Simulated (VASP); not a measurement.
Here is a VASP 6.6.1 calculation.

File INCAR:

```
SYSTEM = AlCo3
  ALGO = Fast
  EDIFF = 1E-6
  EDIFFG = -0.01
  ENCUT = 600
  GGA = PS
  IBRION = 2
  ISIF = 3
  ISMEAR = 0
  LASPH = .True.
  LCHARG = .False.
  LREAL = .False.
  LWAVE = .False.
  NELM = 80
  NSW = 80
  PREC = Accurate
  SIGMA = 0.1
```

The input KPOINTS:

```
k-points
0
Gamma
  12 12 12
  0 0 0
```

The input POSCAR:

```
AlCo3
1.0
    3.5749480000      0.0000000000      0.0000000000
    0.0000000000      3.5749480000      0.0000000000
    0.0000000000      0.0000000000      3.5749480000
Al Co
1 3
Direct
    0.0000000000      0.0000000000      0.0000000000
    0.5000000000      0.5000000000      0.0000000000
    0.5000000000      0.0000000000      0.5000000000
    0.0000000000      0.5000000000      0.5000000000
```

Potentials or basis: VASP PAW PBE potentials, release 64 (Al, Co).

Run with:

```bash
$ cat potpaw_PBE.64/Al/POTCAR potpaw_PBE.64/Co/POTCAR > POTCAR
$ mpirun -np 1 vasp_std > vasp.out
```

**Question.** Estimate the band gap on the k mesh.

**Answer.** Zero (bands 15 and 16 overlap by 1.14 eV).

**Question.** Estimate the relaxed volume.

**Answer.** 10.63 Å³/atom.

**Question.** Estimate the relaxed cell.

**Answer.** a = 3.491 Å, b = 3.491 Å, c = 3.491 Å, α = 90.00°, β = 90.00°, γ = 90.00°.

**Question.** Predict the space group after relaxing (to 0.1 Å).

**Answer.** Pm-3m (No. 221).

Final structure:
```
Al Co
1.0
     3.49066    0.00000    0.00000
     0.00000    3.49066    0.00000
     0.00000    0.00000    3.49066
Al Co
1 3
Direct
  0.00000 0.00000 0.00000
  0.50000 0.50000 0.00000
  0.50000 0.00000 0.50000
  0.00000 0.50000 0.50000
```

Caveat: the PAW data sets were made with another functional, which shifts forces and pressure a little; the run has no spin polarisation, though such a crystal can be magnetic. Spin polarisation is off, so any magnetic state and its effect on volume and gap are missing.
